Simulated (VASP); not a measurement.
# Al (a cell with a defect) in VASP: single point with PBEsol

Aim: the single point of Al (a cell with a defect) with PBEsol.

Program: VASP 6.6.1. These are calculated values, not measurements. Logs are shortened: lines on timing, memory, paths and dates and some standing lists are left out, and cuts for length are marked.

### 1 The cell of the first run

The cell holds a defect, 33 atoms: a = 8.100 Å, b = 8.100 Å, c = 8.100 Å, α = 90.00°, β = 90.00°, γ = 90.00°.

### 2 Single point, PBEsol

File INCAR:

```
SYSTEM = Al
PREC = Accurate
ENCUT = 520
EDIFF = 1E-6
ISMEAR = 0
SIGMA = 0.05
LREAL = Auto
LASPH = .TRUE.
NELM = 80
ALGO = Normal
ISIF = 2
LWAVE = .FALSE.
LCHARG = .FALSE.
GGA = PS
NBANDS = 72
```

File KPOINTS:

```
Automatic mesh
0
G
  3 3 3
  0 0 0
```

File POSCAR:

```
Al
1.0
    8.1000000000      0.0000000000      0.0000000000
    0.0000000000      8.1000000000      0.0000000000
    0.0000000000      0.0000000000      8.1000000000
Al
33
Direct
    0.4918959738      0.0081161372      0.0067334748
    0.7507936471      0.2498442679     -0.0099630679
    0.7507648017     -0.0135491365      0.2489627165
    0.0073179880      0.0069613170      0.0056181777
    0.2488852752      0.2508002645     -0.0814923175
    0.4927528876      0.4923943480      0.0059030387
    0.7493828488      0.7504265701     -0.0019675560
    0.2487875411     -0.0569271629      0.2586955265
    0.5576844899      0.2508749199      0.2586921382
    0.7507568498      0.5141659163      0.2489564607
    0.5007154835     -0.0007203832      0.4996600842
    0.7507664407      0.2498269115      0.5163699004
    0.7493600277     -0.0046849765      0.7551280768
    0.0064101223      0.4936002121      0.0047636903
    0.2501600917      0.7493695775     -0.0099403961
   -0.0516089920      0.2508782331      0.2586553478
    0.2487840932      0.5523023634      0.2586703092
    0.5133741424      0.7493905341      0.2489640985
   -0.0014818881     -0.0016996831      0.5007635505
    0.2489552226      0.2507495344      0.5345912089
    0.5014502899      0.5012266723      0.5004915435
    0.7493618884      0.7504433908      0.5066184899
    0.2501736823     -0.0158515552      0.7443370325
    0.5157055335      0.2498340946      0.7443302880
    0.7493501124      0.5050227085      0.7551466617
   -0.0142877651      0.7493986214      0.2489548665
   -0.0022066676      0.5021959470      0.5015637134
    0.2501837105      0.7493905855      0.5163527315
   -0.0165429546      0.2498369384      0.7443750212
    0.2501709440      0.5164102656      0.7443715626
    0.5045768043      0.7504430236      0.7551246833
   -0.0051216622      0.7504528784      0.7551479140
    0.2542297769      0.2467939443      0.2176502198
```

Potentials or basis: VASP PAW PBE potentials, release 64 (Al).

Command:

```sh
$ cat potpaw_PBE.64/Al/POTCAR > POTCAR
$ mpirun -np 1 vasp_std > vasp.out
```

OUTCAR:

```text
SYSTEM = Al
   PREC = Accurate
   ENCUT = 520
   EDIFF = 1E-6
   ISMEAR = 0
   LREAL = Auto
   LASPH = .TRUE.
   NELM = 80
   ISIF = 2
   GGA = PS

 ion  position               nearest neighbor table
   1  0.492  0.008  0.007-  15 2.87   5 2.87   2 2.87  18 2.88   3 2.88   9 2.88   8 2.88  24 2.90
                            23 2.90  13 2.92  31 2.92   7 2.95  33 3.22
   2  0.751  0.250  0.990-   9 2.68  16 2.70  29 2.74  24 2.75  13 2.81  25 2.81  14 2.86   4 2.86
                             6 2.87   1 2.87   3 2.99  10 3.00
   3  0.751  0.986  0.249-   9 2.65  16 2.68  26 2.70  18 2.72   7 2.79  22 2.83  19 2.86   4 2.87
                            11 2.87   1 2.88   2 2.99  12 3.04
   4  0.007  0.007  0.006-   2 2.86   5 2.87   3 2.87  15 2.87  26 2.88   8 2.88  16 2.89  23 2.90
                            29 2.90  32 2.91  13 2.91   7 2.95  33 3.27
   5  0.249  0.251  0.919-  33 2.42  29 2.57  30 2.57  23 2.58  24 2.58  14 2.87   4 2.87   6 2.87
                             1 2.87  20 3.11
   6  0.493  0.492  0.006-  15 2.87   5 2.87  18 2.87   2 2.87  10 2.88   9 2.88  17 2.89  24 2.90
                            30 2.90  25 2.91  31 2.92   7 2.95  33 3.26
   7  0.749  0.750  0.998-  18 2.79   3 2.79  10 2.79  26 2.79  31 2.79  13 2.79  25 2.80  32 2.80
                            14 2.94   4 2.95   6 2.95   1 2.95
   8  0.249  0.943  0.259-  33 2.48  28 2.61  26 2.65  18 2.66  15 2.68  19 2.86  11 2.86   4 2.88
                             1 2.88  17 3.17  20 3.35
   9  0.558  0.251  0.259-  33 2.48  12 2.61  10 2.65   3 2.65   2 2.68  21 2.86  11 2.86   6 2.88
[... 7 lines left out ...]
  13  0.749  0.995  0.755-   7 2.79  24 2.80  29 2.80  31 2.80   2 2.81  32 2.81  22 2.83  12 2.83
                            19 2.88  11 2.89   4 2.91   1 2.92
  14  0.006  0.494  0.005-   2 2.86  15 2.86   5 2.87  10 2.87  26 2.87  17 2.88  16 2.88  30 2.90
                            29 2.90  32 2.90  25 2.90   7 2.94  33 3.32
  15  0.250  0.749  0.990-   8 2.68  17 2.70  30 2.74  23 2.75  31 2.81  32 2.81  14 2.86   6 2.87
                             4 2.87   1 2.87  18 2.99  26 3.00
  16  0.948  0.251  0.259-  33 2.50  12 2.63  10 2.67   3 2.68   2 2.70  27 2.86  19 2.86  14 2.88
                             4 2.89   9 3.16  20 3.30
  17  0.249  0.552  0.259-  33 2.50  28 2.63  26 2.66  18 2.67  15 2.70  27 2.86  21 2.86  14 2.88
                             6 2.89   8 3.17  20 3.31
  18  0.513  0.749  0.249-   8 2.66  17 2.67  10 2.71   3 2.72   7 2.79  22 2.83  21 2.86  11 2.87
                             6 2.87   1 2.88  15 2.99  28 3.04
  19  0.999  0.998  0.501-  29 2.84  23 2.84  22 2.85   8 2.86  12 2.86  16 2.86   3 2.86  26 2.87
                            28 2.87  32 2.88  13 2.88  20 2.89
  20  0.249  0.251  0.535-  33 2.57  29 2.74  30 2.74  23 2.75  24 2.75  27 2.89  19 2.89  21 2.89
                            11 2.90   5 3.11  16 3.30  17 3.31   8 3.35   9 3.35
  21  0.501  0.501  0.500-  30 2.84  24 2.84  22 2.85   9 2.86  17 2.86  28 2.86  18 2.86  10 2.87
                            12 2.87  25 2.88  31 2.89  20 2.89
  22  0.749  0.750  0.507-  31 2.83  13 2.83  25 2.83  32 2.83  18 2.83   3 2.83  10 2.83  26 2.83
                            27 2.85  19 2.85  21 2.85  11 2.85
  23  0.250  0.984  0.744-   5 2.58  28 2.65  20 2.75  15 2.75  31 2.80  32 2.80  19 2.84  11 2.84
                             4 2.90   1 2.90  24 3.04  29 3.05
  24  0.516  0.250  0.744-   5 2.58  12 2.65  20 2.75   2 2.75  13 2.80  25 2.80  21 2.84  11 2.84
                             6 2.90   1 2.90  23 3.04  30 3.05
  25  0.749  0.505  0.755-   7 2.80  24 2.80  29 2.81  31 2.81   2 2.81  32 2.81  22 2.83  12 2.83
                            27 2.88  21 2.88  14 2.90   6 2.91
  26  0.986  0.749  0.249-   8 2.65  17 2.66  10 2.69   3 2.70   7 2.79  22 2.83  27 2.86  14 2.87
                            19 2.87   4 2.88  15 3.00  28 3.05
  27  0.998  0.502  0.502-  29 2.84  30 2.84  22 2.85  17 2.86  16 2.86  12 2.86  10 2.86  28 2.86
                            26 2.86  32 2.87  25 2.88  20 2.89
  28  0.250  0.749  0.516-   8 2.61  17 2.63  30 2.64  23 2.65  31 2.83  32 2.83  21 2.86  27 2.86
                            11 2.87  19 2.87  18 3.04  26 3.05
  29  0.983  0.250  0.744-   5 2.57  12 2.64   2 2.74  20 2.74  13 2.80  25 2.81  19 2.84  27 2.84
                            14 2.90   4 2.90  23 3.05  30 3.05
  30  0.250  0.516  0.744-   5 2.57  28 2.64  20 2.74  15 2.74  31 2.80  32 2.81  21 2.84  27 2.84
                            14 2.90   6 2.90  24 3.05  29 3.05
  31  0.505  0.750  0.755-   7 2.79  23 2.80  30 2.80  13 2.80  15 2.81  25 2.81  22 2.83  28 2.83
                            21 2.89  11 2.89   6 2.92   1 2.92
  32  0.995  0.750  0.755-   7 2.80  23 2.80  30 2.81  13 2.81  15 2.81  25 2.81  22 2.83  28 2.83
                            27 2.87  19 2.88  14 2.90   4 2.91
  33  0.254  0.247  0.218-   5 2.42   9 2.48   8 2.48  17 2.50  16 2.50  20 2.57   1 3.22   6 3.26
                             4 3.27  14 3.32

  LATTYP: Found a simple cubic cell.
 ALAT       =     8.1000000000

  Lattice vectors:

 A1 = (   8.1000000000,   0.0000000000,   0.0000000000)
 A2 = (   0.0000000000,   8.1000000000,   0.0000000000)
 A3 = (   0.0000000000,   0.0000000000,   8.1000000000)

Analysis of symmetry for initial positions (statically):
=====================================================================
 Subroutine PRICEL returns:
 Original cell was already a primitive cell.

 Routine SETGRP: Setting up the symmetry group for a
 simple cubic supercell.

 Subroutine GETGRP returns: Found  1 space group operations
 (whereof  1 operations were pure point group operations)
 out of a pool of 48 trial point group operations.

The static configuration has the point symmetry C_1 .

Analysis of symmetry for dynamics (positions and initial velocities):
=====================================================================
 Subroutine PRICEL returns:
 Original cell was already a primitive cell.
[... 121 lines left out ...]
 ===========================================

 Found     14 irreducible k-points:

 Following reciprocal coordinates:
            Coordinates               Weight
  0.000000  0.000000  0.000000      1.000000
  0.333333  0.000000  0.000000      2.000000
  0.000000  0.333333  0.000000      2.000000
  0.000000  0.000000  0.333333      2.000000
  0.333333  0.333333  0.000000      2.000000
  0.000000  0.333333  0.333333      2.000000
  0.333333  0.000000  0.333333      2.000000
 -0.333333  0.333333  0.000000      2.000000
 -0.333333  0.000000  0.333333      2.000000
  0.000000 -0.333333  0.333333      2.000000
  0.333333  0.333333  0.333333      2.000000
 -0.333333  0.333333  0.333333      2.000000
 -0.333333 -0.333333  0.333333      2.000000
  0.333333 -0.333333  0.333333      2.000000
   k-points           NKPTS =     14   k-points in BZ     NKDIM =     14   number of bands    NBANDS=     72
   number of dos      NEDOS =    301   number of ions     NIONS =     33
   total plane-waves  NPLWV = 216000
   dimension x,y,z NGX =    60 NGY =   60 NGZ =   60
   dimension x,y,z NGXF=   120 NGYF=  120 NGZF=  120
   ions per type =              33
   NGX,Y,Z   is equivalent  to a cutoff of  12.31, 12.31, 12.31 a.u.
   NGXF,Y,Z  is equivalent  to a cutoff of  24.63, 24.63, 24.63 a.u.
 SYSTEM =  Al
   PREC   = accura    normal or accurate (medium, high low for compatibility)
   ISTART =      0    job   : 0-new  1-cont  2-samecut
   ICHARG =      2    charge: 1-file 2-atom 10-const
   ISPIN  =      1    spin polarized calculation?
   LNONCOLLINEAR =      F non collinear calculations
   LSORBIT =      F    spin-orbit coupling
   LASPH  =      T    aspherical Exc in radial PAW
   ENCUT  =  520.0 eV  38.22 Ry    6.18 a.u.  15.06 15.06 15.06*2*pi/ulx,y,z
   NELM   =     80;   NELMIN=  2; NELMDL= -5     # of ELM steps
   EDIFF  = 0.1E-05   stopping-criterion for ELM
   LREAL  =      T    real-space projection
   EDIFFG = 0.1E-04   stopping-criterion for IOM
   NSW    =      0    number of steps for IOM
   IBRION =     -1    ionic relax: 0-MD 1-quasi-New 2-CG
   NFREE  =      0    steps in history (QN), initial steepest desc. (CG)
   ISIF   =      2    stress and relaxation
   ISYM   =      2    0-nonsym 1-usesym 2-fastsym
   POTIM  = 0.5000    time-step for ionic-motion
   TEBEG  =    0.0;   TEEND  =   0.0 temperature during run
   PSTRESS=    0.0 pullay stress
   NELECT =      99.0000    total number of electrons
   NUPDOWN=      -1.0000    fix difference up-down
   EMIN   =  10.00;   EMAX   =-10.00  energy-range for DOS
   EFERMI =   0.00;   METHOD = LEGACY
   ISMEAR =     0;   SIGMA  =   0.05  broadening in eV -4-tet -1-fermi 0-gaus
   EFERMI_NEDOS =   21; number of points for ismear=-14 and -15
   IALGO  =     38    algorithm
   IMIX   =      4    mixing-type and parameters
     AMIX     =   0.40;   BMIX     =  1.00
     AMIX_MAG =   1.60;   BMIX_MAG =  1.00
  volume/ion in A,a.u.               =      16.10       108.68
  Fermi-wavevector in a.u.,A,eV,Ry     =   0.934978  1.766853 11.894002  0.874184
  Thomas-Fermi vector in A             =   2.061839
   LORBIT       =      0    0 simple, 1 ext, 2 COOP (PROOUT), +10 PAW based schemes
   GGA     = PS    functional components
   LHFCALC =     F    Hartree Fock is set to
   AEXX    =    0.0000 exact exchange contribution
   IVDW    =     0    specifies the selected vdW correction
   LEPSILON=     F    determine dielectric tensor
   LRPA    =     F    only Hartree local field effects (RPA)
 non-spin polarized calculation
 Gauss-broadening in eV      SIGMA  =   0.05
  energy-cutoff  :      520.00
  volume of cell :      531.44
 maximum number of plane-waves:     14358
   NGX = 31   NGY = 31   NGZ = 31

 number of electron      98.9999999 magnetization

 Free energy of the ion-electron system (eV)
  ---------------------------------------------------
  ext. energy  EPLUGINS =         0.00000000
  ---------------------------------------------------
  free energy    TOTEN  =      -133.02903587 eV

  energy without entropy =     -133.01685683  energy(sigma->0) =     -133.02294635

 E-fermi :   8.2337     XC(G=0): -10.3350

 val. band max:        8.2188875057   @ k =   0.3333   0.3333   0.0000
 cond. band min:       8.2348760633   @ k =  -0.3333   0.0000   0.3333
 fundamental gap:      0.0159885576
 Fermi energy:         8.2337473363

 k-point     1 :       0.0000    0.0000    0.0000
  band No.  band energies     occupation
      1      -3.1268      2.00000
      2      -1.1309      2.00000
      3      -1.1178      2.00000
      4      -0.8717      2.00000
      5      -0.7374      2.00000
      6      -0.7374      2.00000
[... 885 lines left out ...]
     60       9.7930      0.00000
     61       9.8075      0.00000
 [bands above 61 left out]

------------------------ aborting loop because EDIFF is reached ----------------------------------------

  FORCE on cell =-STRESS in cart. coord.  units (eV):
  Direction    XX          YY          ZZ          XY          YZ          ZX
  --------------------------------------------------------------------------------------
  -------------------------------------------------------------------------------------
  Total       10.3656169     10.3546788     11.9182896      0.0063336     -0.0637240      0.0883733
  in kB       31.2500475     31.2170713     35.9310129      0.0190945     -0.1921137      0.2664259
  external PRESSURE =      32.7993772 kB  Pullay stress =       0.0000000 kB

 VOLUME and BASIS-vectors are now :
 -----------------------------------------------------------------------------
  energy-cutoff  :      520.00
  volume of cell :      531.44
      direct lattice vectors                 reciprocal lattice vectors
     8.100000000  0.000000000  0.000000000     0.123456790  0.000000000  0.000000000
     0.000000000  8.100000000  0.000000000     0.000000000  0.123456790  0.000000000
     0.000000000  0.000000000  8.100000000     0.000000000  0.000000000  0.123456790

 POSITION                                       TOTAL-FORCE (eV/Angst)
 -----------------------------------------------------------------------------------
      3.98436      0.06574      0.05454         0.001873     -0.001850     -0.008015
      6.08143      2.02374      8.01930         0.001993      0.001419      0.000348
      6.08119      7.99025      2.01660        -0.000156      0.004717      0.000681
      0.05928      0.05639      0.04551        -0.001449     -0.002640     -0.004875
      2.01597      2.03148      7.43991        -0.002067      0.000762     -0.003338
      3.99130      3.98839      0.04781         0.002518      0.001609     -0.006497
[... 25 lines left out ...]
      8.05851      6.07867      6.11670        -0.002908     -0.001302      0.001058
      2.05926      1.99903      1.76297        -0.008007      0.003974      0.004079
 -----------------------------------------------------------------------------------
    total drift:                                0.012349     -0.015300     -0.016491

  FREE ENERGIE OF THE ION-ELECTRON SYSTEM (eV)
  ---------------------------------------------------
  free  energy   TOTEN  =      -133.0290358677 eV

  energy  without entropy=     -133.0168568264  energy(sigma->0) =     -133.02294635
```

Wall time 6.1 min (1 thread of Intel Xeon Platinum 8488C (Sapphire Rapids), shared host); peak memory 0.64 GiB.

Results:

```yaml
Free_energy: -133.0290 eV
Pressure: 3.3 GPa
Largest_force: 0.014 eV/Å
Band_gap_on_the_k_mesh: zero (an odd number of electrons rules out a gap without spin polarisation)
```

Forces on the atoms (eV/Å):
```
Al   0.002 -0.002 -0.008
Al   0.002  0.001  0.000
Al   0.000  0.005  0.001
Al  -0.001 -0.003 -0.005
Al  -0.002  0.001 -0.003
Al   0.003  0.002 -0.006
Al  -0.002  0.002 -0.007
Al   0.006  0.004  0.000
Al  -0.003 -0.006  0.000
Al   0.001 -0.004 -0.001
Al   0.004 -0.004 -0.003
Al   0.007 -0.001 -0.005
Al   0.001 -0.002  0.000
Al  -0.002  0.003 -0.002
Al   0.000 -0.002  0.000
Al  -0.001 -0.002  0.001
Al   0.003  0.001  0.001
Al  -0.003 -0.001  0.001
Al  -0.002 -0.002  0.002
Al  -0.004  0.002  0.013
Al   0.004  0.003  0.001
Al  -0.002  0.001  0.003
Al  -0.002 -0.002  0.003
Al   0.000  0.001  0.003
Al   0.001  0.003  0.001
Al   0.004 -0.001 -0.001
Al  -0.002  0.002  0.002
Al   0.001 -0.005 -0.003
Al  -0.003  0.000  0.005
Al   0.000  0.004  0.004
Al   0.001  0.000  0.000
Al  -0.003 -0.001  0.001
Al  -0.008  0.004  0.004
```

Stress tensor (GPa, compression positive):
```
 3.13  0.00  0.03
 0.00  3.12 -0.02
 0.03 -0.02  3.59
```

Caveat: the PAW data sets were made with another functional, which shifts forces and pressure a little.
